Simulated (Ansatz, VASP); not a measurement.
One calculation of CoO, two programs

```
CELL_PARAMETERS angstrom
2.66025 0.00000 0.00000
0.00000 2.66025 0.00000
0.00000 0.00000 2.66025
ATOMIC_POSITIONS crystal
Co 0.00000 0.00000 0.00000
O 0.50000 0.50000 0.50000
```

Alike in both runs: functional PBE; k mesh 8 × 8 × 8; occupations gaussian, width 0.1 eV; collinear spin; Hubbard terms Co d U = 3.32 eV.

Ansatz relaxed the structure, and its values are those at the end. VASP's run is a single point on that final structure, the one shown.

|  | VASP | Ansatz |
| --- | --- | --- |
| version | VASP 6.6.1 | Ansatz 0.2.0 |
| potentials or method | VASP PAW PBE potentials, release 64 (Co, O), cutoff 520 eV | scalar-relativistic, plane waves, PAW |
| valence electrons in the cell | 15 | 23 |

```tsv
	VASP	Ansatz	Ansatz less VASP
gap on the k mesh at the Fermi level (eV)	1.04	0.87	-0.164
least direct gap on the mesh (eV)	1.61	1.63	+0.021
pressure (GPa)	-3.7	0.2	+3.86
net moment per atom (μB)	1.50	1.50	0.000
size of the moment on the site where the two differ most (μB)	2.69	2.61	-0.077
```

Site moments also hang on the region over which each program counts them. The programs project onto different local orbitals, so the same U acts differently, and such runs can settle in different states. VASP's potentials hold 15 valence electrons a cell and Ansatz's 23, so a difference there can come from the potentials and not from the codes.
